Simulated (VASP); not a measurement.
# Te3Rh (Pm-3m) in VASP: notebook

Te3Rh is run at these levels: PBE; tasks: single point, relaxation of cell and atoms.

Program: VASP 6.6.1. These are calculated values, not measurements. Logs are shortened: lines on timing, memory, paths and dates and some standing lists are left out, and cuts for length are marked.

### 1 The cell of the first run

The structure is cubic, space group Pm-3m (No. 221). The conventional cell has a = 4.588 Å, b = 4.588 Å, c = 4.588 Å, α = 90.00°, β = 90.00°, γ = 90.00°. Within 4.3 Å of Te (site symmetry 4/mmm) lie 8 Te at 3.24 Å and 4 Rh at 3.24 Å. Rh (site symmetry m-3m) has 12 Te at 3.24 Å within 4.3 Å.

### 2 Single point, PBE

The input, INCAR:

```
SYSTEM = Te3Rh
PREC = Accurate
ENCUT = 520
EDIFF = 1E-6
ISMEAR = 0
SIGMA = 0.1
LREAL = .FALSE.
LASPH = .TRUE.
NELM = 60
ALGO = Normal
ISIF = 2
LWAVE = .FALSE.
LCHARG = .FALSE.
GGA = PE
NBANDS = 24
```

The input, KPOINTS:

```
Automatic mesh
0
G
  4 4 4
  0 0 0
```

The input, POSCAR:

```
Te3Rh
1.0
    4.5880730370      0.0000000000      0.0000000000
    0.0000000000      4.5880730370      0.0000000000
    0.0000000000      0.0000000000      4.5880730370
Te Rh
3 1
Direct
    0.0000000000      0.5000000000      0.5000000000
    0.5000000000      0.0000000000      0.5000000000
    0.5000000000      0.5000000000      0.0000000000
    0.0000000000      0.0000000000      0.0000000000
```

Potentials or basis: VASP PAW PBE potentials, release 64 (Te, Rh_pv).

The run is started by

```sh
$ cat potpaw_PBE.64/Te/POTCAR potpaw_PBE.64/Rh_pv/POTCAR > POTCAR
$ mpirun -np 1 vasp_std > vasp.out
```

OUTCAR:

```text
SYSTEM = Te3Rh
   PREC = Accurate
   ENCUT = 520
   EDIFF = 1E-6
   ISMEAR = 0
   LREAL = .FALSE.
   LASPH = .TRUE.
   NELM = 60
   ISIF = 2
   GGA = PE

 ion  position               nearest neighbor table
   1  0.000  0.500  0.500-   2 3.24   3 3.24   4 3.24   3 3.24   4 3.24   2 3.24   4 3.24   4 3.24
                             2 3.24   3 3.24   3 3.24   2 3.24
   2  0.500  0.000  0.500-   1 3.24   3 3.24   4 3.24   3 3.24   4 3.24   1 3.24   3 3.24   3 3.24
                             1 3.24   4 3.24   4 3.24   1 3.24
   3  0.500  0.500  0.000-   1 3.24   2 3.24   4 3.24   1 3.24   2 3.24   2 3.24   4 3.24   2 3.24
                             1 3.24   4 3.24   1 3.24   4 3.24
   4  0.000  0.000  0.000-   1 3.24   2 3.24   3 3.24   1 3.24   2 3.24   1 3.24   3 3.24   1 3.24
                             2 3.24   3 3.24   2 3.24   3 3.24

  LATTYP: Found a simple cubic cell.
 ALAT       =     4.5880730370

  Lattice vectors:

 A1 = (   4.5880730370,   0.0000000000,   0.0000000000)
 A2 = (   0.0000000000,   4.5880730370,   0.0000000000)
 A3 = (   0.0000000000,   0.0000000000,   4.5880730370)

Analysis of symmetry for initial positions (statically):
=====================================================================
 Subroutine PRICEL returns:
 Original cell was already a primitive cell.

 Routine SETGRP: Setting up the symmetry group for a
 simple cubic supercell.

 Subroutine GETGRP returns: Found 48 space group operations
 (whereof 48 operations were pure point group operations)
 out of a pool of 48 trial point group operations.

The static configuration has the point symmetry O_h .

Analysis of symmetry for dynamics (positions and initial velocities):
=====================================================================
 Subroutine PRICEL returns:
 Original cell was already a primitive cell.

 Routine SETGRP: Setting up the symmetry group for a
 simple cubic supercell.

 Subroutine GETGRP returns: Found 48 space group operations
 (whereof 48 operations were pure point group operations)
 out of a pool of 48 trial point group operations.

The dynamic configuration has the point symmetry O_h .

 Subroutine INISYM returns: Found 48 space group operations
 (whereof 48 operations are pure point group operations),
 and found     1 'primitive' translations

----------------------------------------------------------------------------------------

                                     Primitive cell

  volume of cell :      96.5808

  direct lattice vectors                    reciprocal lattice vectors
     4.588073037  0.000000000  0.000000000     0.217956426  0.000000000  0.000000000
     0.000000000  4.588073037  0.000000000     0.000000000  0.217956426  0.000000000
     0.000000000  0.000000000  4.588073037     0.000000000  0.000000000  0.217956426

  length of vectors
     4.588073037  4.588073037  4.588073037     0.217956426  0.217956426  0.217956426

  position of ions in fractional coordinates (direct lattice)
     0.000000000  0.500000000  0.500000000
     0.500000000  0.000000000  0.500000000
     0.500000000  0.500000000  0.000000000
     0.000000000  0.000000000  0.000000000

  ion indices of the primitive-cell ions
   primitive index   ion index
                 1           1
                 2           2
                 3           3
                 4           4

----------------------------------------------------------------------------------------

 KPOINTS: Automatic mesh

Automatic generation of k-mesh.
 Grid dimensions read from file:
 generate k-points for:    4    4    4

 Generating k-lattice:

  Cartesian coordinates                     Fractional coordinates (reciprocal lattice)
     0.054489106  0.000000000  0.000000000     0.250000000  0.000000000  0.000000000
     0.000000000  0.054489106  0.000000000     0.000000000  0.250000000  0.000000000
     0.000000000  0.000000000  0.054489106     0.000000000  0.000000000  0.250000000

  Length of vectors
     0.054489106  0.054489106  0.054489106

  Shift w.r.t. Gamma in fractional coordinates (k-lattice)
     0.000000000  0.000000000  0.000000000

 Subroutine IBZKPT returns following result:
 ===========================================

 Found     10 irreducible k-points:

 Following reciprocal coordinates:
            Coordinates               Weight
  0.000000  0.000000  0.000000      1.000000
  0.250000  0.000000  0.000000      6.000000
  0.500000  0.000000  0.000000      3.000000
  0.250000  0.250000  0.000000     12.000000
  0.500000  0.250000  0.000000     12.000000
  0.500000  0.500000  0.000000      3.000000
  0.250000  0.250000  0.250000      8.000000
  0.500000  0.250000  0.250000     12.000000
  0.500000  0.500000  0.250000      6.000000
  0.500000  0.500000  0.500000      1.000000
   k-points           NKPTS =     10   k-points in BZ     NKDIM =     10   number of bands    NBANDS=     24
   number of dos      NEDOS =    301   number of ions     NIONS =      4
   total plane-waves  NPLWV =  46656
   dimension x,y,z NGX =    36 NGY =   36 NGZ =   36
   dimension x,y,z NGXF=    72 NGYF=   72 NGZF=   72
   ions per type =               3   1
   NGX,Y,Z   is equivalent  to a cutoff of  13.04, 13.04, 13.04 a.u.
   NGXF,Y,Z  is equivalent  to a cutoff of  26.09, 26.09, 26.09 a.u.
 SYSTEM =  Te3Rh
   PREC   = accura    normal or accurate (medium, high low for compatibility)
   ISTART =      0    job   : 0-new  1-cont  2-samecut
   ICHARG =      2    charge: 1-file 2-atom 10-const
   ISPIN  =      1    spin polarized calculation?
   LNONCOLLINEAR =      F non collinear calculations
   LSORBIT =      F    spin-orbit coupling
   LASPH  =      T    aspherical Exc in radial PAW
   ENCUT  =  520.0 eV  38.22 Ry    6.18 a.u.   8.53  8.53  8.53*2*pi/ulx,y,z
   NELM   =     60;   NELMIN=  2; NELMDL= -5     # of ELM steps
   EDIFF  = 0.1E-05   stopping-criterion for ELM
   LREAL  =      F    real-space projection
   EDIFFG = 0.1E-04   stopping-criterion for IOM
   NSW    =      0    number of steps for IOM
   IBRION =     -1    ionic relax: 0-MD 1-quasi-New 2-CG
   NFREE  =      0    steps in history (QN), initial steepest desc. (CG)
   ISIF   =      2    stress and relaxation
   ISYM   =      2    0-nonsym 1-usesym 2-fastsym
   POTIM  = 0.5000    time-step for ionic-motion
   TEBEG  =    0.0;   TEEND  =   0.0 temperature during run
   PSTRESS=    0.0 pullay stress
   NELECT =      33.0000    total number of electrons
   NUPDOWN=      -1.0000    fix difference up-down
   EMIN   =  10.00;   EMAX   =-10.00  energy-range for DOS
   EFERMI =   0.00;   METHOD = LEGACY
   ISMEAR =     0;   SIGMA  =   0.10  broadening in eV -4-tet -1-fermi 0-gaus
   EFERMI_NEDOS =   21; number of points for ismear=-14 and -15
   IALGO  =     38    algorithm
   IMIX   =      4    mixing-type and parameters
     AMIX     =   0.40;   BMIX     =  1.00
     AMIX_MAG =   1.60;   BMIX_MAG =  1.00
  volume/ion in A,a.u.               =      24.15       162.94
  Fermi-wavevector in a.u.,A,eV,Ry     =   1.144500  2.162792 17.822005  1.309880
  Thomas-Fermi vector in A             =   2.281192
   LORBIT       =      0    0 simple, 1 ext, 2 COOP (PROOUT), +10 PAW based schemes
   GGA     = PE    functional components
   LHFCALC =     F    Hartree Fock is set to
   AEXX    =    0.0000 exact exchange contribution
   IVDW    =     0    specifies the selected vdW correction
   LEPSILON=     F    determine dielectric tensor
   LRPA    =     F    only Hartree local field effects (RPA)
 non-spin polarized calculation
 Gauss-broadening in eV      SIGMA  =   0.10
  energy-cutoff  :      520.00
  volume of cell :       96.58
 maximum number of plane-waves:      2624
 NGX is ok and might be reduce to    36
   NGX = 17   NGY = 17   NGZ = 17

 number of electron      33.0000007 magnetization

 Free energy of the ion-electron system (eV)
  ---------------------------------------------------
  ext. energy  EPLUGINS =         0.00000000
  ---------------------------------------------------
  free energy    TOTEN  =       -14.24485901 eV

  energy without entropy =      -14.23115709  energy(sigma->0) =      -14.23800805

 E-fermi :   9.0981     XC(G=0): -10.7948

 val. band max:        9.0494104099   @ k =   0.5000   0.5000   0.2500
 cond. band min:       9.1522218306   @ k =   0.2500   0.2500   0.0000
 fundamental gap:      0.1028114206
 Fermi energy:         9.0981050793

 k-point     1 :       0.0000    0.0000    0.0000
  band No.  band energies     occupation
      1     -36.3796      2.00000
      2     -36.3796      2.00000
      3     -36.3796      2.00000
      4      -5.4105      2.00000
      5      -0.9513      2.00000
      6      -0.9513      2.00000
[... 16 lines left out ...]
     23      14.9044      0.00000
     24      14.9044      0.00000

 k-point     2 :       0.2500    0.0000    0.0000
  band No.  band energies     occupation
      1     -36.3799      2.00000
      2     -36.3796      2.00000
      3     -36.3796      2.00000
      4      -5.0405      2.00000
      5      -1.9945      2.00000
      6      -0.8446      2.00000
[... 16 lines left out ...]
     23      14.9473      0.00000
     24      16.3339      0.00000

 k-point     3 :       0.5000    0.0000    0.0000
  band No.  band energies     occupation
      1     -36.3801      2.00000
      2     -36.3795      2.00000
      3     -36.3795      2.00000
      4      -4.3373      2.00000
      5      -3.1982      2.00000
      6      -0.7282      2.00000
[... 16 lines left out ...]
     23      14.7827      0.00000
     24      15.3982      0.00000
[... 136 lines left out ...]
 k-point     9 :       0.5000    0.5000    0.2500
  band No.  band energies     occupation
      1     -36.3800      2.00000
      2     -36.3800      2.00000
      3     -36.3797      2.00000
      4      -2.8278      2.00000
      5      -2.6747      2.00000
      6      -2.6747      2.00000
[... 16 lines left out ...]
     23      16.2649      0.00000
     24      16.3368      0.00000

 k-point    10 :       0.5000    0.5000    0.5000
  band No.  band energies     occupation
      1     -36.3800      2.00000
      2     -36.3800      2.00000
      3     -36.3800      2.00000
      4      -2.5350      2.00000
      5      -2.5350      2.00000
      6      -2.5350      2.00000
[... 16 lines left out ...]
     23      17.2121      0.00000
     24      17.2121      0.00000

------------------------ aborting loop because EDIFF is reached ----------------------------------------

  FORCE on cell =-STRESS in cart. coord.  units (eV):
  Direction    XX          YY          ZZ          XY          YZ          ZX
  --------------------------------------------------------------------------------------
  -------------------------------------------------------------------------------------
  Total       -0.0575020     -0.0575020     -0.0575020     -0.0000000      0.0000000     -0.0000000
  in kB       -0.9538991     -0.9538991     -0.9538991     -0.0000000      0.0000000     -0.0000000
  external PRESSURE =      -0.9538991 kB  Pullay stress =       0.0000000 kB

 VOLUME and BASIS-vectors are now :
 -----------------------------------------------------------------------------
  energy-cutoff  :      520.00
  volume of cell :       96.58
      direct lattice vectors                 reciprocal lattice vectors
     4.588073037  0.000000000  0.000000000     0.217956426  0.000000000  0.000000000
     0.000000000  4.588073037  0.000000000     0.000000000  0.217956426  0.000000000
     0.000000000  0.000000000  4.588073037     0.000000000  0.000000000  0.217956426

 POSITION                                       TOTAL-FORCE (eV/Angst)
 -----------------------------------------------------------------------------------
      0.00000      2.29404      2.29404         0.000000      0.000000      0.000000
      2.29404      0.00000      2.29404         0.000000      0.000000      0.000000
      2.29404      2.29404      0.00000         0.000000      0.000000      0.000000
      0.00000      0.00000      0.00000         0.000000      0.000000      0.000000
 -----------------------------------------------------------------------------------
    total drift:                               -0.000000     -0.000000     -0.000000

  FREE ENERGIE OF THE ION-ELECTRON SYSTEM (eV)
  ---------------------------------------------------
  free  energy   TOTEN  =       -14.2448590144 eV

  energy  without entropy=      -14.2311570872  energy(sigma->0) =      -14.23800805
```

It took 37 s on 1 thread of AMD EPYC 7R43 (Zen 3), shared host; peak memory 0.17 GiB.

Results:

```yaml
Free_energy: -14.2449 eV
Pressure: -0.1 GPa
```

Caveat: spin-orbit coupling is left out, which moves the levels of the heavy elements.

### 3 Relaxation of cell and atoms, PBE

This run uses another cell than the first one, of 27.25 Å³/atom, 1.129 times its volume.

The input, INCAR:

```
SYSTEM = Te3Rh
ALGO = Normal ; EDIFF = 1E-7
EDIFFG = -0.04 ; ENCUT = 600
GGA = PE ; IBRION = 2
ISIF = 3 ; ISMEAR = 0
LASPH = .TRUE. ; LCHARG = .FALSE.
LREAL = .FALSE. ; LWAVE = .FALSE.
NELM = 80 ; NSW = 90
PREC = Accurate ; SIGMA = 0.1
```

The input, KPOINTS:

```
k-points
0
G
  4 4 4
  0 0 0
```

The input, POSCAR:

```
Te3Rh
1.0
    4.7767427153      0.0000000000      0.0000000000
    0.0000000000      4.7767427153      0.0000000000
    0.0000000000      0.0000000000      4.7767427153
Te Rh
3 1
Direct
    0.0000000000      0.5000000000      0.5000000000
    0.5000000000      0.0000000000      0.5000000000
    0.5000000000      0.5000000000      0.0000000000
    0.0000000000      0.0000000000      0.0000000000
```

Potentials or basis: VASP PAW PBE potentials, release 64 (Te, Rh_pv).

The run is started by

```sh
$ cat potpaw_PBE.64/Te/POTCAR potpaw_PBE.64/Rh_pv/POTCAR > POTCAR
$ mpirun -np 1 vasp_std > vasp.out
```

OUTCAR:

```text
SYSTEM = Te3Rh
   EDIFF = 1E-7
   EDIFFG = -0.04
   ENCUT = 600
   GGA = PE
   IBRION = 2
   ISIF = 3
   ISMEAR = 0
   LASPH = .TRUE.
   LREAL = .FALSE.
   NELM = 80
   NSW = 90
   PREC = Accurate

 ion  position               nearest neighbor table
   1  0.000  0.500  0.500-   2 3.38   3 3.38   4 3.38   3 3.38   4 3.38   2 3.38   4 3.38   4 3.38
                             2 3.38   3 3.38   3 3.38   2 3.38
   2  0.500  0.000  0.500-   1 3.38   3 3.38   4 3.38   3 3.38   4 3.38   1 3.38   3 3.38   3 3.38
                             1 3.38   4 3.38   4 3.38   1 3.38
   3  0.500  0.500  0.000-   1 3.38   2 3.38   4 3.38   1 3.38   2 3.38   2 3.38   4 3.38   2 3.38
                             1 3.38   4 3.38   1 3.38   4 3.38
   4  0.000  0.000  0.000-   1 3.38   2 3.38   3 3.38   1 3.38   2 3.38   1 3.38   3 3.38   1 3.38
                             2 3.38   3 3.38   2 3.38   3 3.38

[... 181 lines left out ...]
  -------------------------------------------------------------------------------------
  Total       -4.4447126     -4.4447126     -4.4447126      0.0000000      0.0000000      0.0000000
  in kB      -65.3369289    -65.3369289    -65.3369289      0.0000000      0.0000000      0.0000000
  external PRESSURE =     -65.3369289 kB  Pullay stress =       0.0000000 kB
[... 63 lines left out ...]
--------------------------------------- Ionic step        3  -------------------------------------------

 number of electron      33.0000009 magnetization

 Free energy of the ion-electron system (eV)
  ---------------------------------------------------
  ext. energy  EPLUGINS =         0.00000000
  ---------------------------------------------------
  free energy    TOTEN  =       -14.24687994 eV

  energy without entropy =      -14.23322475  energy(sigma->0) =      -14.24005234

 E-fermi :   9.1272     XC(G=0): -10.8042

 val. band max:        9.0790579789   @ k =   0.5000   0.5000   0.2500
 cond. band min:       9.1813324417   @ k =   0.2500   0.2500   0.0000
 fundamental gap:      0.1022744628
 Fermi energy:         9.1272485353

 k-point     1 :       0.0000    0.0000    0.0000
  band No.  band energies     occupation
      1     -36.3547      2.00000
      2     -36.3547      2.00000
      3     -36.3547      2.00000
      4      -5.3980      2.00000
      5      -0.9234      2.00000
      6      -0.9234      2.00000
[... 250 lines left out ...]
  FREE ENERGIE OF THE ION-ELECTRON SYSTEM (eV)
  ---------------------------------------------------
  free  energy   TOTEN  =       -14.2468799367 eV

  energy  without entropy=      -14.2332247498  energy(sigma->0) =      -14.24005234

 reached required accuracy - stopping structural energy minimisation
```

CONTCAR:

```text
Te3Rh
   1.00000000000000
     4.5851029957259115    0.0000000000000000    0.0000000000000000
     0.0000000000000000    4.5851029957259115   -0.0000000000000000
     0.0000000000000000    0.0000000000000000    4.5851029957259115
  Te              Rh
     3     1
Direct
     0.0000000000000000    0.5000000000000000    0.5000000000000000
     0.5000000000000000    0.0000000000000000    0.5000000000000000
     0.5000000000000000    0.5000000000000000    0.0000000000000000
     0.0000000000000000    0.0000000000000000    0.0000000000000000

  0.00000000E+00  0.00000000E+00  0.00000000E+00
  0.00000000E+00  0.00000000E+00  0.00000000E+00
  0.00000000E+00  0.00000000E+00  0.00000000E+00
  0.00000000E+00  0.00000000E+00  0.00000000E+00
```

It took 2.2 min on 1 thread of AMD EPYC 7R43 (Zen 3), shared host; peak memory 0.22 GiB.

What came out:

| Item | Value |
| --- | --- |
| Free energy | -14.2469 eV |
| Relaxed volume | 24.10 Å³/atom |
| Relaxed cell | a = 4.585 Å, b = 4.585 Å, c = 4.585 Å, α = 90.00°, β = 90.00°, γ = 90.00° |
| Space group after relaxing (to 0.05 Å) | Pm-3m (No. 221) |
| Energy gained by relaxing | 73.0 meV/atom |
| Ionic steps | 3 |
| Pressure after relaxing | 0.0 GPa |

Step by step:
```csv
step,energy change (eV),largest force (eV/Å),pressure (GPa),volume (Å³)
1,0.0000,0.0000,-6.53,108.99
2,-0.2503,0.0000,3.46,92.39
3,-0.2920,0.0000,0.03,96.39
```

Final structure:
```yaml
crystal:
  lattice:
    - [4.58510, 0.00000, 0.00000]
    - [0.00000, 4.58510, 0.00000]
    - [0.00000, 0.00000, 4.58510]
  atoms:
    - { symbol: Te, position: [0.00000, 0.50000, 0.50000] }
    - { symbol: Te, position: [0.50000, 0.00000, 0.50000] }
    - { symbol: Te, position: [0.50000, 0.50000, 0.00000] }
    - { symbol: Rh, position: [0.00000, 0.00000, 0.00000] }
```

Caveat: spin-orbit coupling is left out, which moves the levels of the heavy elements.
